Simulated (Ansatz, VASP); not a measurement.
# Si2Br in VASP and in Ansatz

```xyz
3
Lattice="1.9532 1.1277 5.7701 -1.9532 1.1277 5.7701 0.0000 -2.2553 5.7701" Properties=species:S:1:pos:R:3 pbc="T T T"
Si    0.0000    0.0000   14.7624
Si    0.0000    0.0000    2.5480
Br    0.0000    0.0000    0.0000
```

Alike in both runs: functional PBE; k mesh 12 × 12 × 12; occupations gaussian, width 0.1 eV; no spin polarisation.

Ansatz relaxed the structure, and its values are those at the end. VASP's run is a single point on that final structure, the one shown.

```csv
,VASP,Ansatz
version,VASP 6.6.1,Ansatz 0.2.0
potentials or method,"VASP PAW PBE potentials, release 64 (Si, Br), cutoff 520 eV","scalar-relativistic, plane waves, PAW"
valence electrons in the cell,15,15
```

```tsv
	VASP	Ansatz	Ansatz less VASP
gap on the k mesh at the Fermi level (eV)	none	none	-
pressure (GPa)	0.0	0.0	+0.02
rms of the force components (eV/Å)	0.006	0.002	-0.0042
```

A gap of «none» marks a metal or a gap that the smearing closes.
